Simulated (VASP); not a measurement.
# Mg5CdSe6 in VASP: further runs, part 3 of 3

VASP 6.6.1.

## 4. Single point, PBE

The input, INCAR:

```
PREC = Accurate
ENCUT = 520
EDIFF = 1E-7
ISMEAR = 0
SIGMA = 0.02
LREAL = False
LASPH = True
NELM = 60
ALGO = Normal
ISIF = 2
LWAVE = False
LCHARG = True
GGA = PE
LELF = True
LVHAR = True
NBANDS = 41
```

The input, KPOINTS:

```
regular mesh
0
Gamma
  6 6 2
```

The input, POSCAR:

```
Mg5CdSe6
1.0
    4.2654672764     -0.0000000289      0.0000000000
   -2.1327336132      3.6940030348      0.0000000000
    0.0000000000      0.0000000000     20.8663543000
Mg Cd Se
5 1 6
Direct
    0.3333333333      0.6666666667      0.0012960000
    0.0000000000      0.0000000000      0.1663950000
    0.6666666667      0.3333333333      0.3315060000
    0.3333333333      0.6666666667      0.4963640000
    0.6666666667      0.3333333333      0.8360710000
    0.0000000000      0.0000000000      0.6681580000
    0.3333333333      0.6666666667      0.1257440000
    0.0000000000      0.0000000000      0.2908390000
    0.6666666667      0.3333333333      0.4559660000
    0.3333333333      0.6666666667      0.6207160000
    0.0000000000      0.0000000000      0.7963210000
    0.6666666667      0.3333333333      0.9606240000
```

Potentials or basis: VASP PAW PBE potentials, release 64 (Mg, Cd, Se).

The run is started by

```console
$ cat potpaw_PBE.64/Mg/POTCAR potpaw_PBE.64/Cd/POTCAR potpaw_PBE.64/Se/POTCAR > POTCAR
$ mpirun -np 1 vasp_std > vasp.out
```

OUTCAR:

```text
PREC = Accurate
   ENCUT = 520
   EDIFF = 1E-7
   ISMEAR = 0
   LREAL = False
   LASPH = True
   NELM = 60
   ISIF = 2
   GGA = PE

 ion  position               nearest neighbor table
   1  0.333  0.667  0.001-   7 2.60  12 2.60  12 2.60  12 2.60
   2  0.000  0.000  0.166-   8 2.60   7 2.60   7 2.60   7 2.60
   3  0.667  0.333  0.332-   9 2.60   8 2.60   8 2.60   8 2.60
   4  0.333  0.667  0.496-  10 2.59   9 2.60   9 2.60   9 2.60
   5  0.667  0.333  0.836-  11 2.60  11 2.60  11 2.60  12 2.60
   6  0.000  0.000  0.668-  10 2.65  10 2.65  10 2.65  11 2.67
   7  0.333  0.667  0.126-   1 2.60   2 2.60   2 2.60   2 2.60
   8  0.000  0.000  0.291-   2 2.60   3 2.60   3 2.60   3 2.60
   9  0.667  0.333  0.456-   3 2.60   4 2.60   4 2.60   4 2.60
  10  0.333  0.667  0.621-   4 2.59   6 2.65   6 2.65   6 2.65
  11  0.000  0.000  0.796-   5 2.60   5 2.60   5 2.60   6 2.67
  12  0.667  0.333  0.961-   5 2.60   1 2.60   1 2.60   1 2.60

  LATTYP: Found a hexagonal cell.
 ALAT       =     4.2654672764
 C/A-ratio  =     4.8919269444

  Lattice vectors:

 A1 = (   4.2654672764,  -0.0000000289,   0.0000000000)
 A2 = (  -2.1327336132,   3.6940030348,   0.0000000000)
 A3 = (   0.0000000000,   0.0000000000,  20.8663543000)

Analysis of symmetry for initial positions (statically):
=====================================================================
 Subroutine PRICEL returns:
 Original cell was already a primitive cell.

 Routine SETGRP: Setting up the symmetry group for a
 hexagonal supercell.

 Subroutine GETGRP returns: Found  6 space group operations
 (whereof  6 operations were pure point group operations)
 out of a pool of 24 trial point group operations.

The static configuration has the point symmetry C_3v.

Analysis of symmetry for dynamics (positions and initial velocities):
=====================================================================
 Subroutine PRICEL returns:
 Original cell was already a primitive cell.

 Routine SETGRP: Setting up the symmetry group for a
 hexagonal supercell.

 Subroutine GETGRP returns: Found  6 space group operations
 (whereof  6 operations were pure point group operations)
 out of a pool of 24 trial point group operations.

The dynamic configuration has the point symmetry C_3v.

 Subroutine INISYM returns: Found  6 space group operations
 (whereof  6 operations are pure point group operations),
 and found     1 'primitive' translations

----------------------------------------------------------------------------------------

                                     Primitive cell

  volume of cell :     328.7838

  direct lattice vectors                    reciprocal lattice vectors
     4.265467276 -0.000000029  0.000000000     0.234440904  0.135354517  0.000000000
    -2.132733613  3.694003035  0.000000000     0.000000002  0.270709037  0.000000000
     0.000000000  0.000000000 20.866354300     0.000000000  0.000000000  0.047924040

  length of vectors
     4.265467276  4.265467276 20.866354300     0.270709037  0.270709037  0.047924040

[... 70 lines left out ...]
  0.333333  0.333333  0.500000      2.000000
   k-points           NKPTS =     14   k-points in BZ     NKDIM =     14   number of bands    NBANDS=     41
   number of dos      NEDOS =    301   number of ions     NIONS =     12
   total plane-waves  NPLWV = 163840
   dimension x,y,z NGX =    32 NGY =   32 NGZ =  160
   dimension x,y,z NGXF=    64 NGYF=   64 NGZF=  320
   ions per type =               5   1   6
   NGX,Y,Z   is equivalent  to a cutoff of  12.47, 12.47, 12.75 a.u.
   NGXF,Y,Z  is equivalent  to a cutoff of  24.94, 24.94, 25.49 a.u.
 SYSTEM =  unknown system
   PREC   = accura    normal or accurate (medium, high low for compatibility)
   ISTART =      0    job   : 0-new  1-cont  2-samecut
   ICHARG =      2    charge: 1-file 2-atom 10-const
   ISPIN  =      1    spin polarized calculation?
   LNONCOLLINEAR =      F non collinear calculations
   LSORBIT =      F    spin-orbit coupling
   LASPH  =      T    aspherical Exc in radial PAW
   ENCUT  =  520.0 eV  38.22 Ry    6.18 a.u.   7.93  7.93 38.80*2*pi/ulx,y,z
   NELM   =     60;   NELMIN=  2; NELMDL= -5     # of ELM steps
   EDIFF  = 0.1E-06   stopping-criterion for ELM
   LREAL  =      F    real-space projection
   EDIFFG = 0.1E-05   stopping-criterion for IOM
   NSW    =      0    number of steps for IOM
   IBRION =     -1    ionic relax: 0-MD 1-quasi-New 2-CG
   NFREE  =      0    steps in history (QN), initial steepest desc. (CG)
   ISIF   =      2    stress and relaxation
   ISYM   =      2    0-nonsym 1-usesym 2-fastsym
   POTIM  = 0.5000    time-step for ionic-motion
   TEBEG  =    0.0;   TEEND  =   0.0 temperature during run
   PSTRESS=    0.0 pullay stress
   NELECT =      58.0000    total number of electrons
   NUPDOWN=      -1.0000    fix difference up-down
   EMIN   =  10.00;   EMAX   =-10.00  energy-range for DOS
   EFERMI =   0.00;   METHOD = LEGACY
   ISMEAR =     0;   SIGMA  =   0.02  broadening in eV -4-tet -1-fermi 0-gaus
   EFERMI_NEDOS =   21; number of points for ismear=-14 and -15
   IALGO  =     38    algorithm
   IMIX   =      4    mixing-type and parameters
     AMIX     =   0.40;   BMIX     =  1.00
     AMIX_MAG =   1.60;   BMIX_MAG =  1.00
  volume/ion in A,a.u.               =      27.40       184.90
  Fermi-wavevector in a.u.,A,eV,Ry     =   0.918151  1.735053 11.469723  0.843001
  Thomas-Fermi vector in A             =   2.043200
   LORBIT       =      0    0 simple, 1 ext, 2 COOP (PROOUT), +10 PAW based schemes
   GGA     = PE    functional components
   LHFCALC =     F    Hartree Fock is set to
   AEXX    =    0.0000 exact exchange contribution
   IVDW    =     0    specifies the selected vdW correction
   LEPSILON=     F    determine dielectric tensor
   LRPA    =     F    only Hartree local field effects (RPA)
 non-spin polarized calculation
 Gauss-broadening in eV      SIGMA  =   0.02
  energy-cutoff  :      520.00
  volume of cell :      328.78
 maximum number of plane-waves:      8904
 NGX is ok and might be reduce to    32
   NGX = 15   NGY = 15   NGZ = 77

 number of electron      57.9999999 magnetization

 Free energy of the ion-electron system (eV)
  ---------------------------------------------------
  ext. energy  EPLUGINS =         0.00000000
  ---------------------------------------------------
  free energy    TOTEN  =       -43.06314507 eV

  energy without entropy =      -43.06314507  energy(sigma->0) =      -43.06314507

 E-fermi :   1.0606     XC(G=0):  -8.1912

 val. band max:        0.9321541412   @ k =   0.0000   0.0000   0.0000
 cond. band min:       2.6032097341   @ k =   0.0000   0.0000   0.0000
 fundamental gap:      1.6710555929
 Fermi energy:         1.0605676839

 k-point     1 :       0.0000    0.0000    0.0000
  band No.  band energies     occupation
      1     -11.1542      2.00000
      2     -11.0378      2.00000
      3     -11.0071      2.00000
      4     -10.8187      2.00000
      5     -10.7251      2.00000
      6     -10.6019      2.00000
[... 605 lines left out ...]
     40       7.0184      0.00000
     41       7.1058      0.00000

------------------------ aborting loop because EDIFF is reached ----------------------------------------

  FORCE on cell =-STRESS in cart. coord.  units (eV):
  Direction    XX          YY          ZZ          XY          YZ          ZX
  --------------------------------------------------------------------------------------
  -------------------------------------------------------------------------------------
  Total        0.0001279      0.0001279      0.0114180      0.0000000      0.0000000     -0.0000000
  in kB        0.0006231      0.0006231      0.0556405      0.0000000      0.0000000     -0.0000000
  external PRESSURE =       0.0189622 kB  Pullay stress =       0.0000000 kB

 VOLUME and BASIS-vectors are now :
 -----------------------------------------------------------------------------
  energy-cutoff  :      520.00
  volume of cell :      328.78
      direct lattice vectors                 reciprocal lattice vectors
     4.265467276 -0.000000029  0.000000000     0.234440904  0.135354517  0.000000000
    -2.132733613  3.694003035  0.000000000     0.000000002  0.270709037  0.000000000
     0.000000000  0.000000000 20.866354300     0.000000000  0.000000000  0.047924040

 POSITION                                       TOTAL-FORCE (eV/Angst)
 -----------------------------------------------------------------------------------
      0.00000      2.46267      0.02704        -0.000000      0.000000     -0.000215
      0.00000      0.00000      3.47206        -0.000000      0.000000     -0.000169
      2.13273      1.23133      6.91732         0.000000     -0.000000     -0.000292
      0.00000      2.46267     10.35731         0.000000      0.000000      0.000473
      2.13273      1.23133     17.44575         0.000000     -0.000000      0.002310
      0.00000      0.00000     13.94202         0.000000     -0.000000      0.002183
      0.00000      2.46267      2.62382        -0.000000     -0.000000     -0.000162
      0.00000      0.00000      6.06875         0.000000     -0.000000      0.000393
      2.13273      1.23133      9.51435         0.000000     -0.000000      0.000506
      0.00000      2.46267     12.95208        -0.000000     -0.000000     -0.037965
      0.00000      0.00000     16.61632         0.000000      0.000000      0.032843
      2.13273      1.23133     20.04472         0.000000     -0.000000      0.000095
 -----------------------------------------------------------------------------------
    total drift:                               -0.000001     -0.000000     -0.000092

  FREE ENERGIE OF THE ION-ELECTRON SYSTEM (eV)
  ---------------------------------------------------
  free  energy   TOTEN  =       -43.0631450657 eV

  energy  without entropy=      -43.0631450657  energy(sigma->0) =      -43.06314507
```

Wall time 4 min (1 thread of Intel Xeon 6975P-C, shared host); peak memory 0.52 GiB.

What came out:

- Free energy: -43.0631 eV
- Pressure: 0.0 GPa
- Largest force: 0.038 eV/Å
- Band gap on the k mesh: 1.67 eV, direct

Forces on the atoms (eV/Å):
```
Mg   0.000  0.000  0.000
Mg   0.000  0.000  0.000
Mg   0.000  0.000  0.000
Mg   0.000  0.000  0.000
Mg   0.000  0.000  0.002
Cd   0.000  0.000  0.002
Se   0.000  0.000  0.000
Se   0.000  0.000  0.000
Se   0.000  0.000  0.001
Se   0.000  0.000 -0.038
Se   0.000  0.000  0.033
Se   0.000  0.000  0.000
```

## 5. Single point, PBE

The input, INCAR:

```
PREC = Accurate ; ENCUT = 520
EDIFF = 1E-7 ; ISMEAR = 0
SIGMA = 0.1 ; LREAL = False
LASPH = True ; NELM = 80
ALGO = Normal ; ISIF = 2
LWAVE = False ; LCHARG = False
GGA = PE ; NBANDS = 41
```

The input, KPOINTS:

```
Automatic mesh
0
Gamma
  6 6 1
```

The input, POSCAR:

```
Mg5CdSe6
1.0
    4.2662827793     -0.0001822164     -0.0000333096
   -2.1332987376      3.6939220914      0.0000017152
   -0.0001340916     -0.0000966005     20.8633142640
Mg Cd Se
5 1 6
Direct
    0.3329098736      0.6672002459      0.0012884833
   -0.0004125066      0.0001909962      0.1663994319
    0.6673570665      0.3336661368      0.3315260593
    0.3334718271      0.6660504653      0.4963854250
    0.6660447198      0.3330957407      0.8360623356
    0.0006159903     -0.0003895811      0.6681181649
    0.3329285973      0.6669263366      0.1257438643
    0.0006429320      0.0003854764      0.2908655316
    0.6668456448      0.3328326984      0.4560280571
    0.3339064340      0.6663407109      0.6206650798
   -0.0005615004     -0.0001860036      0.7963013090
    0.6662509218      0.3338867775      0.9606162582
```

Potentials or basis: VASP PAW PBE potentials, release 64 (Mg, Cd, Se).

The run is started by

```console
$ cat potpaw_PBE.64/Mg/POTCAR potpaw_PBE.64/Cd/POTCAR potpaw_PBE.64/Se/POTCAR > POTCAR
$ mpirun -np 1 vasp_std > vasp.out
```

OUTCAR:

```text
PREC = Accurate
   ENCUT = 520
   EDIFF = 1E-7
   ISMEAR = 0
   LREAL = False
   LASPH = True
   NELM = 80
   ISIF = 2
   GGA = PE

 ion  position               nearest neighbor table
   1  0.333  0.667  0.001-   7 2.60  12 2.60  12 2.60  12 2.61
   2  1.000  0.000  0.166-   8 2.60   7 2.60   7 2.60   7 2.60
   3  0.667  0.334  0.332-   9 2.60   8 2.60   8 2.60   8 2.61
   4  0.333  0.666  0.496-  10 2.59   9 2.60   9 2.60   9 2.60
   5  0.666  0.333  0.836-  12 2.60  11 2.60  11 2.60  11 2.60
[... 1105 lines left out ...]

 VOLUME and BASIS-vectors are now :
 -----------------------------------------------------------------------------
  energy-cutoff  :      520.00
  volume of cell :      328.78
      direct lattice vectors                 reciprocal lattice vectors
     4.266282779 -0.000182216 -0.000033310     0.234401871  0.135370807  0.000002133
    -2.133298738  3.693922091  0.000001715     0.000011563  0.270721645  0.000001254
    -0.000134092 -0.000096600 20.863314264     0.000000374  0.000000194  0.047931023

 POSITION                                       TOTAL-FORCE (eV/Angst)
 -----------------------------------------------------------------------------------
     -0.00305      2.46452      0.02687         0.000512     -0.000708     -0.000359
      4.26409      0.00051      3.47161         0.000901      0.000231      0.000499
      2.13528      1.23238      6.91671        -0.000857     -0.000764      0.002860
      0.00173      2.46023     10.35624         0.000199      0.000937     -0.004850
      2.13083      1.23023     17.44301         0.000510      0.000633      0.000599
     -2.12993      3.69242     13.93916        -0.001113      0.000059      0.002214
     -0.00240      2.46350      2.62342         0.000278      0.000157      0.000347
      0.00188      0.00140      6.06842        -0.000673     -0.000431     -0.000881
      2.13486      1.22929      9.51424        -0.000020      0.000353     -0.005219
      0.00295      2.46129     12.94912        -0.000578      0.000014     -0.028817
      2.13088      3.69298     16.61345         0.000563      0.000105      0.032671
      2.13001      1.23314     20.04162         0.000279     -0.000586      0.000935
 -----------------------------------------------------------------------------------
    total drift:                                0.000046     -0.000026     -0.000054

  FREE ENERGIE OF THE ION-ELECTRON SYSTEM (eV)
  ---------------------------------------------------
  free  energy   TOTEN  =       -43.0616689107 eV

  energy  without entropy=      -43.0616689107  energy(sigma->0) =      -43.06166891
```

Run time: 5.5 min. Hardware: 1 thread of Intel Xeon 6975P-C, shared host; peak memory 0.54 GiB.

Results:

- Free energy: -43.0617 eV
- Pressure: 0.0 GPa
- Largest force: 0.033 eV/Å
- Band gap on the k mesh: 1.67 eV, direct

Forces in eV/Å, atoms in the order of the input:
```
Mg   0.001 -0.001  0.000
Mg   0.001  0.000  0.000
Mg  -0.001 -0.001  0.003
Mg   0.000  0.001 -0.005
Mg   0.001  0.001  0.001
Cd  -0.001  0.000  0.002
Se   0.000  0.000  0.000
Se  -0.001  0.000 -0.001
Se   0.000  0.000 -0.005
Se  -0.001  0.000 -0.029
Se   0.001  0.000  0.033
Se   0.000 -0.001  0.001
```

## 6. Single point, PBE

INCAR is that of step 5.

KPOINTS is that of step 5.

The input, POSCAR:

```
Mg5CdSe6
1.0
    4.2662827914     -0.0001822235     -0.0000333064
   -2.1332987498      3.6939220957      0.0000017174
   -0.0001340755     -0.0000965794     20.8633142417
Mg Cd Se
5 1 6
Direct
    0.3329098668      0.6672002439      0.0012884835
   -0.0004124988      0.0001910031      0.1663994317
    0.6673570752      0.3336661366      0.3315260584
    0.3334718257      0.6660504593      0.4963854258
    0.6660447136      0.3330957411      0.8360623351
    0.0006159878     -0.0003895841      0.6681181652
    0.3329286045      0.6669263447      0.1257438646
    0.0006429405      0.0003854776      0.2908655313
    0.6668456443      0.3328326938      0.4560280565
    0.3339064323      0.6663407092      0.6206650810
   -0.0005615063     -0.0001860023      0.7963013089
    0.6662509146      0.3338867770      0.9606162579
```

Potentials or basis: VASP PAW PBE potentials, release 64 (Mg, Cd, Se).

The run is started by

```console
$ cat potpaw_PBE.64/Mg/POTCAR potpaw_PBE.64/Cd/POTCAR potpaw_PBE.64/Se/POTCAR > POTCAR
$ mpirun -np 1 vasp_std > vasp.out
```

Run time: 4.2 min. Hardware: 1 thread of Intel Xeon Platinum 8375C at 2.90GHz (Ice Lake), shared host; peak memory 0.54 GiB.

Results (log left out):

```
Free energy            : -43.0617 eV
Pressure               : 0.0 GPa
Largest force          : 0.033 eV/Å
Band gap on the k mesh : 1.67 eV, direct
```

Forces in eV/Å, atoms in the order of the input:
```
Mg   0.001 -0.001  0.000
Mg   0.001  0.000  0.000
Mg  -0.001 -0.001  0.003
Mg   0.000  0.001 -0.005
Mg   0.001  0.001  0.001
Cd  -0.001  0.000  0.002
Se   0.000  0.000  0.000
Se  -0.001  0.000 -0.001
Se   0.000  0.000 -0.005
Se  -0.001  0.000 -0.029
Se   0.001  0.000  0.033
Se   0.000 -0.001  0.001
```

Levels at points of the mesh, in eV from the valence-band top:
| k point | band 26 | band 27 | band 28 | band 29 | band 30 | band 31 | band 32 | band 33 |
| --- | --- | --- | --- | --- | --- | --- | --- | --- |
| (0.00, 0.00, 0.00) | -0.58 | -0.38 | 0.00 | 0.00 | 1.67 | 2.69 | 3.00 | 3.42 |
| (0.50, 0.00, 0.00) | -1.09 | -1.00 | -0.81 | -0.72 | 2.99 | 3.24 | 3.58 | 3.72 |
| (0.00, 0.50, 0.00) | -1.10 | -1.00 | -0.81 | -0.72 | 2.99 | 3.24 | 3.58 | 3.72 |
| (0.50, 0.50, 0.00) | -1.09 | -1.00 | -0.81 | -0.72 | 2.99 | 3.24 | 3.58 | 3.72 |

## 7. Overview

```csv
cell,k mesh,smearing,gap on the mesh (eV),pressure (GPa),largest force (eV/Å)
"a = 4.265, b = 4.265, c = 20.866 Å, angles 90.0, 90.0, 120.0°, 12 atoms",6 × 6 × 1,gaussian 0.1 eV,1.67,0.0,0.04
"a = 4.265, b = 4.265, c = 20.866 Å, angles 90.0, 90.0, 120.0°, 12 atoms",6 × 6 × 2,gaussian 0.02 eV,1.67,0.0,0.04
"a = 4.266, b = 4.266, c = 20.863 Å, angles 90.0, 90.0, 120.0°, 12 atoms",6 × 6 × 1,gaussian 0.1 eV,1.67,0.0,0.03
```

Alike in all rows: task single point; level PBE; potentials or basis VASP PAW PBE potentials, release 64 (Mg, Cd, Se); no spin polarisation; cutoff (eV) 520.

Absolute energies hang on the potentials; compare differences alone.
